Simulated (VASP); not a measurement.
# Cd in VASP: notebook

The runs below take Cd through relaxation of cell and atoms, single point, with PBE.

All numbers are computed with VASP 6.6.1; they aren't measurements. Logs are shortened: lines on timing, memory, paths and dates and some standing lists are left out, and cuts for length are marked.

**1. The cell of the first run**

The structure is trigonal, space group R-3m (No. 166). Conventional cell: a = 4.489 Å, b = 4.489 Å, c = 4.422 Å, α = 90.00°, β = 90.00°, γ = 120.00°. Within 3.9 Å of Cd (site symmetry -3m) lie 6 Cd at 2.98 Å.

**2. Relaxation of cell and atoms, PBE**

INCAR reads:

```
SYSTEM = Cd
  PREC = Accurate
  ENCUT = 600
  EDIFF = 1E-7
  ISMEAR = 0
  SIGMA = 0.1
  LREAL = .False.
  LASPH = .True.
  NELM = 100
  ALGO = Normal
  ISIF = 3
  LWAVE = .False.
  LCHARG = .False.
  GGA = PE
  IBRION = 2
  NSW = 100
  EDIFFG = -0.01
```

KPOINTS reads:

```
regular mesh
0
Gamma
  18 18 18
  0 0 0
```

POSCAR reads:

```
Cd
1.0
    2.2445686247      1.2959022997      1.4741022273
   -2.2445686247      1.2959022997      1.4741022273
    0.0000000000     -2.5918045994      1.4741022273
Cd
1
Direct
    0.5000000000      0.5000000000      0.5000000000
```

Potentials or basis: VASP PAW PBE potentials, release 64 (Cd).

Run with:

```sh
> cat potpaw_PBE.64/Cd/POTCAR > POTCAR
> mpirun -np 1 vasp_std > vasp.out
```

OUTCAR:

```text
SYSTEM = Cd
   PREC = Accurate
   ENCUT = 600
   EDIFF = 1E-7
   ISMEAR = 0
   LREAL = .False.
   LASPH = .True.
   NELM = 100
   ISIF = 3
   GGA = PE
   IBRION = 2
   NSW = 100
   EDIFFG = -0.01

 ion  position               nearest neighbor table
   1  0.500  0.500  0.500-

  LATTYP: Found a trigonal (rhomboedric) cell.
 ALAT       =     2.9816821524
 COS(alpha) =    -0.1333735680

  Lattice vectors:

 A1 = (   2.2445686247,   1.2959022997,   1.4741022273)
 A2 = (  -2.2445686247,   1.2959022997,   1.4741022273)
 A3 = (   0.0000000000,  -2.5918045994,   1.4741022273)

Analysis of symmetry for initial positions (statically):
=====================================================================
 Subroutine PRICEL returns:
 Original cell was already a primitive cell.

 Routine SETGRP: Setting up the symmetry group for a
 trigonal (rhombohedral) supercell.

 Subroutine GETGRP returns: Found 12 space group operations
 (whereof 12 operations were pure point group operations)
 out of a pool of 12 trial point group operations.

The static configuration has the point symmetry D_3d.

Analysis of symmetry for dynamics (positions and initial velocities):
=====================================================================
 Subroutine PRICEL returns:
 Original cell was already a primitive cell.

 Routine SETGRP: Setting up the symmetry group for a
 trigonal (rhombohedral) supercell.

 Subroutine GETGRP returns: Found 12 space group operations
 (whereof 12 operations were pure point group operations)
 out of a pool of 12 trial point group operations.

The dynamic configuration has the point symmetry D_3d.

 Subroutine INISYM returns: Found 12 space group operations
 (whereof 12 operations are pure point group operations),
 and found     1 'primitive' translations

----------------------------------------------------------------------------------------

                                     Primitive cell

  volume of cell :      25.7267

  direct lattice vectors                    reciprocal lattice vectors
     2.244568625  1.295902300  1.474102227     0.222759952  0.128610518  0.226126334
    -2.244568625  1.295902300  1.474102227    -0.222759952  0.128610518  0.226126334
     0.000000000 -2.591804599  1.474102227     0.000000000 -0.257221037  0.226126334

  length of vectors
     2.981682152  2.981682152  2.981682152     0.342484716  0.342484716  0.342484716

  position of ions in fractional coordinates (direct lattice)
     0.500000000  0.500000000  0.500000000

  ion indices of the primitive-cell ions
   primitive index   ion index
                 1           1

----------------------------------------------------------------------------------------

 KPOINTS: regular mesh

Automatic generation of k-mesh.
 Grid dimensions read from file:
 generate k-points for:   18   18   18

 Generating k-lattice:

  Cartesian coordinates                     Fractional coordinates (reciprocal lattice)
     0.012375553  0.007145029  0.012562574     0.055555556  0.000000000 -0.000000000
    -0.012375553  0.007145029  0.012562574     0.000000000  0.055555556 -0.000000000
     0.000000000 -0.014290058  0.012562574    -0.000000000 -0.000000000  0.055555556

  Length of vectors
     0.019026929  0.019026929  0.019026929

  Shift w.r.t. Gamma in fractional coordinates (k-lattice)
     0.000000000  0.000000000  0.000000000

 Subroutine IBZKPT returns following result:
 ===========================================

 Found    580 irreducible k-points:

 Following reciprocal coordinates:
            Coordinates               Weight
  0.000000  0.000000  0.000000      1.000000
  0.055556  0.000000  0.000000      6.000000
  0.111111  0.000000  0.000000      6.000000
  0.166667  0.000000 -0.000000      6.000000
  0.222222  0.000000  0.000000      6.000000
  0.277778  0.000000  0.000000      6.000000
[... 16 lines left out ...]
 -0.277778  0.055556  0.000000     12.000000
 -0.222222  0.055556  0.000000     12.000000
 [... further k-points ...]
   k-points           NKPTS =    580   k-points in BZ     NKDIM =    580   number of bands    NBANDS=     10
   number of dos      NEDOS =    301   number of ions     NIONS =      1
   total plane-waves  NPLWV =  13824
   dimension x,y,z NGX =    24 NGY =   24 NGZ =   24
   dimension x,y,z NGXF=    48 NGYF=   48 NGZF=   48
   ions per type =               1
   NGX,Y,Z   is equivalent  to a cutoff of  13.38, 13.38, 13.38 a.u.
   NGXF,Y,Z  is equivalent  to a cutoff of  26.76, 26.76, 26.76 a.u.
 SYSTEM =  Cd
   PREC   = accura    normal or accurate (medium, high low for compatibility)
   ISTART =      0    job   : 0-new  1-cont  2-samecut
   ICHARG =      2    charge: 1-file 2-atom 10-const
   ISPIN  =      1    spin polarized calculation?
   LNONCOLLINEAR =      F non collinear calculations
   LSORBIT =      F    spin-orbit coupling
   LASPH  =      T    aspherical Exc in radial PAW
   ENCUT  =  600.0 eV  44.10 Ry    6.64 a.u.   5.96  5.96  5.96*2*pi/ulx,y,z
   NELM   =    100;   NELMIN=  2; NELMDL= -5     # of ELM steps
   EDIFF  = 0.1E-06   stopping-criterion for ELM
   LREAL  =      F    real-space projection
   EDIFFG = -.1E-01   stopping-criterion for IOM
   NSW    =    100    number of steps for IOM
   IBRION =      2    ionic relax: 0-MD 1-quasi-New 2-CG
   NFREE  =      1    steps in history (QN), initial steepest desc. (CG)
   ISIF   =      3    stress and relaxation
   ISYM   =      2    0-nonsym 1-usesym 2-fastsym
   POTIM  = 0.5000    time-step for ionic-motion
   TEBEG  =    0.0;   TEEND  =   0.0 temperature during run
   PSTRESS=    0.0 pullay stress
   NELECT =      12.0000    total number of electrons
   NUPDOWN=      -1.0000    fix difference up-down
   EMIN   =  10.00;   EMAX   =-10.00  energy-range for DOS
   EFERMI =   0.00;   METHOD = LEGACY
   ISMEAR =     0;   SIGMA  =   0.10  broadening in eV -4-tet -1-fermi 0-gaus
   EFERMI_NEDOS =   21; number of points for ismear=-14 and -15
   IALGO  =     38    algorithm
   IMIX   =      4    mixing-type and parameters
     AMIX     =   0.40;   BMIX     =  1.00
     AMIX_MAG =   1.60;   BMIX_MAG =  1.00
  volume/ion in A,a.u.               =      25.73       173.61
  Fermi-wavevector in a.u.,A,eV,Ry     =   1.269620  2.399235 21.931722  1.611936
  Thomas-Fermi vector in A             =   2.402652
   LORBIT       =      0    0 simple, 1 ext, 2 COOP (PROOUT), +10 PAW based schemes
   GGA     = PE    functional components
   LHFCALC =     F    Hartree Fock is set to
   AEXX    =    0.0000 exact exchange contribution
   IVDW    =     0    specifies the selected vdW correction
   LEPSILON=     F    determine dielectric tensor
   LRPA    =     F    only Hartree local field effects (RPA)
 conjugate gradient relaxation of ions
 non-spin polarized calculation
 Gauss-broadening in eV      SIGMA  =   0.10
  energy-cutoff  :      600.00
  volume of cell :       25.73
 maximum number of plane-waves:       872
   NGX = 11   NGY = 11   NGZ = 11

--------------------------------------- Ionic step        1  -------------------------------------------

 number of electron      11.9999992 magnetization

 Free energy of the ion-electron system (eV)
  ---------------------------------------------------
  ext. energy  EPLUGINS =         0.00000000
  ---------------------------------------------------
  free energy    TOTEN  =        -0.64027672 eV

  energy without entropy =       -0.63809692  energy(sigma->0) =       -0.63918682

------------------------ aborting loop because EDIFF is reached ----------------------------------------

  FORCE on cell =-STRESS in cart. coord.  units (eV):
  Direction    XX          YY          ZZ          XY          YZ          ZX
  --------------------------------------------------------------------------------------
  -------------------------------------------------------------------------------------
  Total        0.2023484      0.2023484     -0.0458212      0.0000000      0.0000000      0.0000000
  in kB       12.6016183     12.6016183     -2.8535990      0.0000000      0.0000000      0.0000000
  external PRESSURE =       7.4498792 kB  Pullay stress =       0.0000000 kB
[... 86 lines left out ...]
  FREE ENERGIE OF THE ION-ELECTRON SYSTEM (eV)
  ---------------------------------------------------
  free  energy   TOTEN  =        -0.6445038391 eV

  energy  without entropy=       -0.6423950431  energy(sigma->0) =       -0.64344944

 E-fermi :   1.5483     XC(G=0):  -9.9731

 val. band max:        1.5419948373   @ k =   0.4444   0.2778  -0.0000
 cond. band min:       1.5594877460   @ k =  -0.3889  -0.4444   0.1667
 fundamental gap:      0.0174929087
 Fermi energy:         1.5482703654

 k-point     1 :       0.0000    0.0000    0.0000
  band No.  band energies     occupation
      1      -7.5728      2.00000
      2      -7.5728      2.00000
      3      -6.8657      2.00000
      4      -6.6805      2.00000
      5      -6.6805      2.00000
      6      -5.8905      2.00000
      7      12.5062      0.00000
      8      12.9854      0.00000
      9      12.9854      0.00000
     10      16.1876      0.00000
[... 287 lines left out ...]
 k-point    24 :      -0.2222    0.0556    0.0000
  band No.  band energies     occupation
      1      -7.5632      2.00000
      2      -7.3931      2.00000
      3      -6.8613      2.00000
      4      -6.7586      2.00000
      5      -6.7086      2.00000
      6      -4.9567      2.00000
      7       7.3441      0.00000
      8      12.8174      0.00000
      9      13.5081      0.00000
     10      15.8276      0.00000

 [... further k-points ...]

[... ionic steps 4 to 20 ...]

--------------------------------------- Ionic step       21  -------------------------------------------

 number of electron      12.0000003 magnetization

------------------------ aborting loop because EDIFF is reached ----------------------------------------

  FORCE on cell =-STRESS in cart. coord.  units (eV):
  Direction    XX          YY          ZZ          XY          YZ          ZX
  --------------------------------------------------------------------------------------
  -------------------------------------------------------------------------------------
  Total       -0.0326542     -0.0326542     -0.0287715      0.0000000      0.0000000      0.0000000
  in kB       -2.2088070     -2.2088070     -1.9461747      0.0000000      0.0000000      0.0000000
  external PRESSURE =      -2.1212629 kB  Pullay stress =       0.0000000 kB
[... 55 lines left out ...]
  energy  without entropy=       -0.6876702673  energy(sigma->0) =       -0.68880054

--------------------------------------- Ionic step       23  -------------------------------------------

 number of electron      12.0000004 magnetization

 Free energy of the ion-electron system (eV)
  ---------------------------------------------------
  ext. energy  EPLUGINS =         0.00000000
  ---------------------------------------------------
  free energy    TOTEN  =        -0.68996914 eV

  energy without entropy =       -0.68770437  energy(sigma->0) =       -0.68883675

 E-fermi :   2.3493     XC(G=0): -10.5899

 val. band max:        2.3483711973   @ k =   0.5000   0.4444   0.1667
 cond. band min:       2.3502910087   @ k =  -0.3889  -0.3889   0.0556
 fundamental gap:      0.0019198114
 Fermi energy:         2.3492816666

 k-point     1 :       0.0000    0.0000    0.0000
  band No.  band energies     occupation
      1      -6.7261      2.00000
      2      -6.7261      2.00000
      3      -6.6611      2.00000
      4      -6.1450      2.00000
      5      -6.1450      2.00000
      6      -5.9231      2.00000
      7      17.3211      0.00000
      8      17.3211      0.00000
      9      17.4319      0.00000
     10      18.0143      0.00000
[... 287 lines left out ...]
 k-point    24 :      -0.2222    0.0556    0.0000
  band No.  band energies     occupation
      1      -6.8091      2.00000
      2      -6.7342      2.00000
      3      -6.4099      2.00000
      4      -6.2170      2.00000
      5      -6.1449      2.00000
      6      -4.8264      2.00000
      7      10.8870      0.00000
      8      13.7426      0.00000
      9      14.6308      0.00000
     10      16.7207      0.00000

 [... further k-points ...]

------------------------ aborting loop because EDIFF is reached ----------------------------------------

  FORCE on cell =-STRESS in cart. coord.  units (eV):
  Direction    XX          YY          ZZ          XY          YZ          ZX
  --------------------------------------------------------------------------------------
  -------------------------------------------------------------------------------------
  Total       -0.0016723     -0.0016723      0.0006241     -0.0000000      0.0000000      0.0000000
  in kB       -0.1137737     -0.1137737      0.0424590     -0.0000000      0.0000000      0.0000000
  external PRESSURE =      -0.0616962 kB  Pullay stress =       0.0000000 kB
[... 16 lines left out ...]
  FREE ENERGIE OF THE ION-ELECTRON SYSTEM (eV)
  ---------------------------------------------------
  free  energy   TOTEN  =        -0.6899691367 eV

  energy  without entropy=       -0.6877043705  energy(sigma->0) =       -0.68883675

 reached required accuracy - stopping structural energy minimisation
```

It took 15 min on 1 thread of Intel Xeon Platinum 8259CL at 2.50GHz (Skylake/Cascade Lake), shared host; peak memory 0.35 GiB.

What came out:

```
Free energy                            : -0.6900 eV
Relaxed volume                         : 23.55 Å³/atom
Relaxed cell                           : a = 3.115 Å, b = 3.115 Å, c = 3.115 Å, α = 109.14°, β = 109.14°, γ = 109.14°
Space group after relaxing (to 0.05 Å) : R-3m (No. 166)
Energy gained by relaxing              : 49.7 meV/atom
Ionic steps                            : 23
Pressure after relaxing                : 0.0 GPa
Band gap on the k mesh                 : zero (band 6 reaches 5.71 eV, above the bottom of band 7 at 1.23 eV)
```

The path:
```csv
step,energy change (eV),largest force (eV/Å),pressure (GPa),volume (Å³)
1,0.0000,0.0000,0.74,25.73
2,-0.0031,0.0000,0.06,26.17
3,-0.0042,0.0000,-0.72,26.76
4,-0.0067,0.0000,-0.90,26.75
5,-0.0141,0.0000,-1.17,26.69
6,-0.0296,0.0000,-1.95,26.43
7,-0.0380,0.0000,-2.06,25.32
8,-0.0375,0.0000,-2.37,25.84
9,-0.0402,0.0000,-2.21,25.59
10,-0.0435,0.0000,-1.84,25.15
11,-0.0478,0.0000,-0.96,24.25
12,-0.0410,0.0000,2.23,22.36
13,-0.0491,0.0000,-0.53,23.91
14,-0.0491,0.0000,0.62,23.15
15,-0.0494,0.0000,0.22,23.43
16,-0.0495,0.0000,-0.03,23.58
17,-0.0495,0.0000,-0.29,23.75
18,-0.0495,0.0000,-0.12,23.63
19,-0.0495,0.0000,-0.20,23.69
20,-0.0496,0.0000,-0.21,23.69
21,-0.0496,0.0000,-0.21,23.69
22,-0.0497,0.0000,-0.13,23.63
23,-0.0497,0.0000,-0.01,23.55
```

Final structure:
```xyz
1
Lattice="2.5382 1.4655 1.0552 -2.5382 1.4655 1.0552 0.0000 -2.9309 1.0552" Properties=species:S:1:pos:R:3 pbc="T T T"
Cd    0.0000    0.0000    1.5827
```

**3. Single point, PBE**

This run uses another cell than the first one: it holds 3 atoms, not 1.

INCAR reads:

```
PREC = Accurate
ENCUT = 520
EDIFF = 1E-7
ISMEAR = 0
SIGMA = 0.1
LREAL = F
LASPH = T
NELM = 100
ALGO = Normal
ISIF = 2
LWAVE = F
LCHARG = T
GGA = PE
LELF = T
LVHAR = T
NBANDS = 25
```

KPOINTS reads:

```
Automatic mesh
0
Gamma
  6 6 4
```

POSCAR reads:

```
Cd
1.0
    4.4891372494      0.0000000001      0.0000000000
   -2.2445686248      3.8877068990      0.0000000000
    0.0000000000      0.0000000000      4.4223066820
Cd
3
Direct
    0.3347218126      0.0000000000      0.3333333333
    0.0000000000      0.3347218126      0.6666666667
    0.6652781874      0.6652781874      0.0000000000
```

Potentials or basis: VASP PAW PBE potentials, release 64 (Cd).

Run with:

```sh
> cat potpaw_PBE.64/Cd/POTCAR > POTCAR
> mpirun -np 1 vasp_std > vasp.out
```

Wall time 32 s (1 thread of Intel Xeon Platinum 8259CL at 2.50GHz (Skylake/Cascade Lake), shared host); peak memory 0.21 GiB.

Results (log left out):

```yaml
Free_energy: -1.9584 eV
Pressure: 0.4 GPa
Largest_force: 0.024 eV/Å
Band_gap_on_the_k_mesh: zero (band 18 reaches 5.33 eV, above the bottom of band 19 at -0.43 eV)
```

Forces on the atoms (eV/Å):
```
Cd  -0.024  0.000  0.000
Cd   0.012 -0.021  0.000
Cd   0.012  0.021  0.000
```

Stress tensor (GPa, compression positive):
```
0.51 0.00 0.00
0.00 0.51 0.00
0.00 0.00 0.20
```

Levels at points of the mesh, in eV from the Fermi level:
```tsv
k point	band 15	band 16	band 17	band 18	band 19	band 20	band 21	band 22
(0.00, 0.00, 0.00)	-8.11	-7.55	0.70	0.70	3.55	3.58	3.58	3.61
(0.50, 0.00, 0.00)	-7.74	-4.71	-4.69	0.21	1.54	2.75	4.09	4.11
(0.00, 0.00, 0.50)	-7.74	-5.36	-5.36	3.72	3.72	5.60	6.05	6.08
(0.50, 0.00, 0.50)	-8.10	-2.58	-2.57	-2.49	-2.04	2.93	2.93	3.93
```
